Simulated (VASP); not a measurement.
# W (I4/mmm) in VASP: notebook

W is run at these levels: PBEsol; tasks: single point.

Program: VASP 6.6.1. These are calculated values, not measurements. Logs are shortened: lines on timing, memory, paths and dates and some standing lists are left out, and cuts for length are marked.

## Step 1: The cell of the first run

It takes space group I4/mmm (No. 139, tetragonal). Conventional cell: a = 2.821 Å, b = 2.821 Å, c = 3.694 Å, α = 90.00°, β = 90.00°, γ = 90.00°. W (site symmetry 4/mmm) has 14 W at 2.72 to 3.69 Å within 3.7 Å.

## Step 2: Single point, PBEsol (14.70 Å³/atom)

The input, INCAR:

```
SYSTEM = W
ALGO = Normal
EDIFF = 1E-6
ENCUT = 500
GGA = PS
GGA_COMPAT = .FALSE.
ISIF = 2
ISMEAR = 0
LASPH = .TRUE.
LCHARG = .FALSE.
LREAL = .FALSE.
LWAVE = .FALSE.
NBANDS = 13
NELM = 120
PREC = Accurate
SIGMA = 0.15
```

The input, KPOINTS:

```
k-points
0
G
  22 22 22
  0 0 0
```

The input, POSCAR:

```
W
1.0
    0.0000000000      1.9950274368      1.8467968982
    1.9950274368      0.0000000000      1.8467968982
    1.9950274368      1.9950274368      0.0000000000
W
1
Direct
    0.0000000000      0.0000000000      0.0000000000
```

Potentials or basis: VASP PAW PBE potentials, release 64 (W_sv).

The run is started by

```bash
$ cat potpaw_PBE.64/W_sv/POTCAR > POTCAR
$ mpirun -np 1 vasp_std > vasp.out
```

OUTCAR:

```text
SYSTEM = W
   EDIFF = 1E-6
   ENCUT = 500
   GGA = PS
   ISIF = 2
   ISMEAR = 0
   LASPH = .TRUE.
   LREAL = .FALSE.
   NELM = 120
   PREC = Accurate

 ion  position               nearest neighbor table
   1  0.000  0.000  0.000-

  LATTYP: Found a body centered tetragonal cell.
 ALAT       =     2.8213948584
 C/A-ratio  =     1.3091374947

  Lattice vectors:

 A1 = (   0.0000000000,  -1.9950274368,  -1.8467968982)
 A2 = (   0.0000000000,   1.9950274368,  -1.8467968982)
 A3 = (   1.9950274368,   0.0000000000,   1.8467968982)

Analysis of symmetry for initial positions (statically):
=====================================================================
 Subroutine PRICEL returns:
 Original cell was already a primitive cell.

 Routine SETGRP: Setting up the symmetry group for a
 body centered tetragonal supercell.

 Subroutine GETGRP returns: Found 16 space group operations
 (whereof 16 operations were pure point group operations)
 out of a pool of 16 trial point group operations.

The static configuration has the point symmetry D_4h.

Analysis of symmetry for dynamics (positions and initial velocities):
=====================================================================
 Subroutine PRICEL returns:
 Original cell was already a primitive cell.

 Routine SETGRP: Setting up the symmetry group for a
 body centered tetragonal supercell.

 Subroutine GETGRP returns: Found 16 space group operations
 (whereof 16 operations were pure point group operations)
 out of a pool of 16 trial point group operations.

The dynamic configuration has the point symmetry D_4h.

 Subroutine INISYM returns: Found 16 space group operations
 (whereof 16 operations are pure point group operations),
 and found     1 'primitive' translations

----------------------------------------------------------------------------------------

                                     Primitive cell

  volume of cell :      14.7010

  direct lattice vectors                    reciprocal lattice vectors
     0.000000000  1.995027437  1.846796898    -0.250623120  0.250623120  0.270739030
     1.995027437  0.000000000  1.846796898     0.250623120 -0.250623120  0.270739030
     1.995027437  1.995027437  0.000000000     0.250623120  0.250623120 -0.270739030

  length of vectors
     2.718601342  2.718601342  2.821394858     0.446008429  0.446008429  0.446008429

  position of ions in fractional coordinates (direct lattice)
     0.000000000  0.000000000  0.000000000

  ion indices of the primitive-cell ions
   primitive index   ion index
                 1           1

----------------------------------------------------------------------------------------

 KPOINTS: k-points

Automatic generation of k-mesh.
 Grid dimensions read from file:
 generate k-points for:   22   22   22

 Generating k-lattice:

  Cartesian coordinates                     Fractional coordinates (reciprocal lattice)
    -0.011391960  0.011391960  0.012306320     0.045454545  0.000000000  0.000000000
     0.011391960 -0.011391960  0.012306320     0.000000000  0.045454545  0.000000000
     0.011391960  0.011391960 -0.012306320    -0.000000000 -0.000000000  0.045454545

  Length of vectors
     0.020273110  0.020273110  0.020273110

  Shift w.r.t. Gamma in fractional coordinates (k-lattice)
     0.000000000  0.000000000  0.000000000

 Subroutine IBZKPT returns following result:
 ===========================================

 Found    834 irreducible k-points:

 Following reciprocal coordinates:
            Coordinates               Weight
  0.000000  0.000000  0.000000      1.000000
  0.045455 -0.000000  0.000000      8.000000
  0.090909 -0.000000  0.000000      8.000000
  0.136364  0.000000  0.000000      8.000000
  0.181818  0.000000  0.000000      8.000000
  0.227273 -0.000000  0.000000      8.000000
[... 16 lines left out ...]
  0.500000  0.045455  0.000000      8.000000
 -0.454545  0.045455  0.000000      8.000000
 [... further k-points ...]
   k-points           NKPTS =    834   k-points in BZ     NKDIM =    834   number of bands    NBANDS=     13
   number of dos      NEDOS =    301   number of ions     NIONS =      1
   total plane-waves  NPLWV =   9600
   dimension x,y,z NGX =    20 NGY =   20 NGZ =   24
   dimension x,y,z NGXF=    40 NGYF=   40 NGZF=   48
   ions per type =               1
   NGX,Y,Z   is equivalent  to a cutoff of  12.23, 12.23, 14.14 a.u.
   NGXF,Y,Z  is equivalent  to a cutoff of  24.46, 24.46, 28.28 a.u.
 SYSTEM =  W
   PREC   = accura    normal or accurate (medium, high low for compatibility)
   ISTART =      0    job   : 0-new  1-cont  2-samecut
   ICHARG =      2    charge: 1-file 2-atom 10-const
   ISPIN  =      1    spin polarized calculation?
   LNONCOLLINEAR =      F non collinear calculations
   LSORBIT =      F    spin-orbit coupling
   LASPH  =      T    aspherical Exc in radial PAW
   ENCUT  =  500.0 eV  36.75 Ry    6.06 a.u.   4.96  4.96  5.14*2*pi/ulx,y,z
   NELM   =    120;   NELMIN=  2; NELMDL= -5     # of ELM steps
   EDIFF  = 0.1E-05   stopping-criterion for ELM
   LREAL  =      F    real-space projection
   EDIFFG = 0.1E-04   stopping-criterion for IOM
   NSW    =      0    number of steps for IOM
   IBRION =     -1    ionic relax: 0-MD 1-quasi-New 2-CG
   NFREE  =      0    steps in history (QN), initial steepest desc. (CG)
   ISIF   =      2    stress and relaxation
   ISYM   =      2    0-nonsym 1-usesym 2-fastsym
   POTIM  = 0.5000    time-step for ionic-motion
   TEBEG  =    0.0;   TEEND  =   0.0 temperature during run
   PSTRESS=    0.0 pullay stress
   NELECT =      14.0000    total number of electrons
   NUPDOWN=      -1.0000    fix difference up-down
   EMIN   =  10.00;   EMAX   =-10.00  energy-range for DOS
   EFERMI =   0.00;   METHOD = LEGACY
   ISMEAR =     0;   SIGMA  =   0.15  broadening in eV -4-tet -1-fermi 0-gaus
   EFERMI_NEDOS =   21; number of points for ismear=-14 and -15
   IALGO  =     38    algorithm
   IMIX   =      4    mixing-type and parameters
     AMIX     =   0.40;   BMIX     =  1.00
     AMIX_MAG =   1.60;   BMIX_MAG =  1.00
  volume/ion in A,a.u.               =      14.70        99.21
  Fermi-wavevector in a.u.,A,eV,Ry     =   1.610653  3.043692 35.296259  2.594202
  Thomas-Fermi vector in A             =   2.706169
   LORBIT       =      0    0 simple, 1 ext, 2 COOP (PROOUT), +10 PAW based schemes
   GGA     = PS    functional components
   LHFCALC =     F    Hartree Fock is set to
   AEXX    =    0.0000 exact exchange contribution
   IVDW    =     0    specifies the selected vdW correction
   LEPSILON=     F    determine dielectric tensor
   LRPA    =     F    only Hartree local field effects (RPA)
 non-spin polarized calculation
 Gauss-broadening in eV      SIGMA  =   0.15
  energy-cutoff  :      500.00
  volume of cell :       14.70
 maximum number of plane-waves:       390
   NGX =  9   NGY =  9   NGZ = 11

 number of electron      14.0000002 magnetization

 Free energy of the ion-electron system (eV)
  ---------------------------------------------------
  ext. energy  EPLUGINS =         0.00000000
  ---------------------------------------------------
  free energy    TOTEN  =       -13.26120486 eV

  energy without entropy =      -13.25061884  energy(sigma->0) =      -13.25591185

 E-fermi :  12.0620     XC(G=0): -14.1829

 val. band max:       12.0606999749   @ k =  -0.2727   0.1818   0.0909
 cond. band min:      12.0635949164   @ k =  -0.2273   0.1818   0.0455
 fundamental gap:      0.0028949414
 Fermi energy:        12.0620276715

 k-point     1 :       0.0000    0.0000    0.0000
  band No.  band energies     occupation
      1     -61.5642      2.00000
      2     -25.0261      2.00000
      3     -25.0261      2.00000
      4     -24.9833      2.00000
      5       2.3259      2.00000
      6      10.8551      2.00000
      7      10.8551      2.00000
      8      11.9512      1.70379
      9      13.9306      0.00000
     10      15.5208      0.00000
     11      24.9402      0.00000
     12      29.6388      0.00000
     13      29.6388      0.00000

 k-point     2 :       0.0455   -0.0000    0.0000
  band No.  band energies     occupation
      1     -61.5606      2.00000
      2     -25.0547      2.00000
      3     -25.0325      2.00000
      4     -24.9944      2.00000
      5       2.4314      2.00000
      6      10.8282      2.00000
      7      10.9029      2.00000
      8      11.9404      1.74846
      9      13.8975      0.00000
     10      15.4557      0.00000
     11      25.1551      0.00000
     12      29.5238      0.00000
     13      29.8278      0.00000

 k-point     3 :       0.0909   -0.0000    0.0000
  band No.  band energies     occupation
      1     -61.5503      2.00000
      2     -25.1565      2.00000
      3     -25.0509      2.00000
      4     -25.0077      2.00000
      5       2.7386      2.00000
      6      10.7192      2.00000
      7      11.0279      2.00000
      8      11.9545      1.68914
      9      13.8268      0.00000
     10      15.2850      0.00000
     11      25.7510      0.00000
     12      29.0436      0.00000
     13      30.3817      0.00000

 k-point     4 :       0.1364    0.0000    0.0000
  band No.  band energies     occupation
      1     -61.5340      2.00000
      2     -25.3212      2.00000
      3     -25.0799      2.00000
      4     -25.0216      2.00000
      5       3.2190      2.00000
      6      10.5111      2.00000
      7      11.1700      2.00000
      8      12.0509      1.08360
      9      13.8044      0.00000
     10      15.0763      0.00000
     11      26.5095      0.00000
     12      28.3802      0.00000
     13      31.2658      0.00000

 k-point     5 :       0.1818    0.0000    0.0000
  band No.  band energies     occupation
      1     -61.5130      2.00000
      2     -25.5296      2.00000
      3     -25.1168      2.00000
      4     -25.0380      2.00000
      5       3.8205      2.00000
      6      10.2756      2.00000
      7      11.2346      2.00000
      8      12.1903      0.22638
      9      13.9541      0.00000
     10      14.9304      0.00000
     11      26.5551      0.00000
     12      28.5557      0.00000
     13      32.4348      0.00000
[... 257 lines left out ...]
 k-point    22 :       0.4545    0.0455    0.0000
  band No.  band energies     occupation
      1     -61.3912      2.00000
      2     -26.6175      2.00000
      3     -25.3354      2.00000
      4     -25.1437      2.00000
      5       5.7480      2.00000
      6      10.3999      2.00000
      7      11.4887      2.00000
      8      12.3834      0.00245
      9      17.0923      0.00000
     10      18.0184      0.00000
     11      23.7963      0.00000
     12      25.6715      0.00000
     13      31.7304      0.00000

 k-point    23 :       0.5000    0.0455    0.0000
  band No.  band energies     occupation
      1     -61.3859      2.00000
      2     -26.6623      2.00000
      3     -25.3389      2.00000
      4     -25.1547      2.00000
      5       5.7433      2.00000
      6      10.3341      2.00000
      7      11.3861      2.00000
      8      12.8237      0.00000
      9      17.4461      0.00000
     10      18.1670      0.00000
     11      23.8863      0.00000
     12      24.8256      0.00000
     13      31.4314      0.00000

 k-point    24 :      -0.4545    0.0455    0.0000
  band No.  band energies     occupation
      1     -61.3878      2.00000
      2     -26.6460      2.00000
      3     -25.3302      2.00000
      4     -25.1606      2.00000
      5       5.7472      2.00000
      6      10.3401      2.00000
      7      11.3425      2.00000
      8      12.8125      0.00000
      9      17.5157      0.00000
     10      17.8902      0.00000
     11      23.8841      0.00000
     12      24.9626      0.00000
     13      31.8453      0.00000

 [... further k-points ...]

------------------------ aborting loop because EDIFF is reached ----------------------------------------

  FORCE on cell =-STRESS in cart. coord.  units (eV):
  Direction    XX          YY          ZZ          XY          YZ          ZX
  --------------------------------------------------------------------------------------
  -------------------------------------------------------------------------------------
  Total        3.5681964      3.5681964      1.3072348      0.0000000     -0.0000000      0.0000000
  in kB      388.8771720    388.8771720    142.4679932      0.0000000     -0.0000000      0.0000000
  external PRESSURE =     306.7407791 kB  Pullay stress =       0.0000000 kB

 VOLUME and BASIS-vectors are now :
 -----------------------------------------------------------------------------
  energy-cutoff  :      500.00
  volume of cell :       14.70
      direct lattice vectors                 reciprocal lattice vectors
     0.000000000  1.995027437  1.846796898    -0.250623120  0.250623120  0.270739030
     1.995027437  0.000000000  1.846796898     0.250623120 -0.250623120  0.270739030
     1.995027437  1.995027437  0.000000000     0.250623120  0.250623120 -0.270739030

 POSITION                                       TOTAL-FORCE (eV/Angst)
 -----------------------------------------------------------------------------------
      0.00000      0.00000      0.00000        -0.000000      0.000000      0.000000
 -----------------------------------------------------------------------------------
    total drift:                               -0.000000     -0.000000      0.000000

  FREE ENERGIE OF THE ION-ELECTRON SYSTEM (eV)
  ---------------------------------------------------
  free  energy   TOTEN  =       -13.2612048635 eV

  energy  without entropy=      -13.2506188376  energy(sigma->0) =      -13.25591185
```

Wall time 2.3 min (1 thread of Intel Xeon 8259CL, shared host); peak memory 0.26 GiB.

Results:

```yaml
Free_energy: -13.2612 eV
Pressure: 30.7 GPa
Band_gap_on_the_k_mesh: zero (bands 7 and 8 overlap by 5.57 eV)
```

Levels at points of the mesh, in eV from the Fermi level:
| k point | band 3 | band 4 | band 5 | band 6 | band 7 | band 8 | band 9 | band 10 | band 11 | band 12 |
| --- | --- | --- | --- | --- | --- | --- | --- | --- | --- | --- |
| (0.00, 0.00, 0.00) | -37.09 | -37.05 | -9.74 | -1.21 | -1.21 | -0.11 | 1.87 | 3.46 | 12.88 | 17.58 |
| (0.50, 0.00, 0.00) | -37.39 | -37.19 | -6.41 | -1.82 | -0.46 | 0.90 | 5.22 | 6.10 | 11.94 | 12.40 |
| (0.50, 0.50, 0.00) | -37.82 | -37.82 | -6.47 | -5.61 | 4.75 | 5.59 | 6.57 | 6.57 | 11.79 | 11.79 |
| (0.50, 0.00, 0.50) | -37.68 | -37.50 | -6.50 | -5.29 | 3.06 | 5.49 | 5.86 | 7.12 | 12.23 | 13.82 |

Caveat: the cell stands under pressure; the PAW data sets were made with another functional, which shifts forces and pressure a little; spin-orbit coupling is left out, which moves the levels of the heavy elements.

## Step 3: Single point, PBEsol (14.70 Å³/atom)

The input, INCAR:

```
SYSTEM = W
ALGO     = Normal         ! electronic algorithm
EDIFF    = 1E-6           ! SCF threshold, eV
ENCUT    = 500            ! plane-wave cutoff, eV
GGA      = PS             ! functional
GGA_COMPAT= .FALSE.      
ISIF     = 2              ! what is computed and relaxed
ISMEAR   = 0              ! smearing method
LASPH    = .TRUE.         ! aspherical terms in the spheres
LCHARG   = .FALSE.        ! write CHGCAR
LREAL    = .FALSE.        ! projectors in reciprocal space
LWAVE    = .FALSE.        ! write WAVECAR
NBANDS   = 13             ! bands
NELM     = 120            ! most SCF steps
PREC     = Accurate       ! precision mode
SIGMA    = 0.15           ! smearing width, eV
```

KPOINTS is that of step 2.

The input, POSCAR:

```
W
1.0
    0.0000000000      2.1004453776      1.6660732735
    2.1004453776      0.0000000000      1.6660732735
    2.1004453776      2.1004453776      0.0000000000
W
1
Direct
    0.0000000000      0.0000000000      0.0000000000
```

Potentials or basis: VASP PAW PBE potentials, release 64 (W_sv).

The run is started by

```bash
$ cat potpaw_PBE.64/W_sv/POTCAR > POTCAR
$ mpirun -np 1 vasp_std > vasp.out
```

It took 2 min on 1 thread of Intel Xeon 8259CL, shared host; peak memory 0.25 GiB.

Results (log left out):

```
Free energy            : -13.5925 eV
Pressure               : 27.2 GPa
Band gap on the k mesh : zero (bands 7 and 8 overlap by 6.55 eV)
```

Stress tensor (GPa, compression positive):
```
38.89  0.00  0.00
 0.00 38.89  0.00
 0.00  0.00  3.80
```

Levels at points of the mesh, in eV from the Fermi level:
| k point | band 3 | band 4 | band 5 | band 6 | band 7 | band 8 | band 9 | band 10 | band 11 | band 12 |
| --- | --- | --- | --- | --- | --- | --- | --- | --- | --- | --- |
| (0.00, 0.00, 0.00) | -37.46 | -37.46 | -10.06 | -1.72 | -1.72 | -0.19 | 1.22 | 3.27 | 13.43 | 15.63 |
| (0.50, 0.00, 0.00) | -37.92 | -37.48 | -6.77 | -3.30 | 0.74 | 1.01 | 3.84 | 6.56 | 11.87 | 12.01 |
| (0.50, 0.50, 0.00) | -38.45 | -38.45 | -6.66 | -6.27 | 5.44 | 5.98 | 5.98 | 6.89 | 9.97 | 9.97 |
| (0.50, 0.00, 0.50) | -38.09 | -37.60 | -6.82 | -4.91 | 1.71 | 3.81 | 4.27 | 7.07 | 11.60 | 13.06 |

Caveat: the cell stands under pressure; the PAW data sets were made with another functional, which shifts forces and pressure a little; spin-orbit coupling is left out, which moves the levels of the heavy elements.
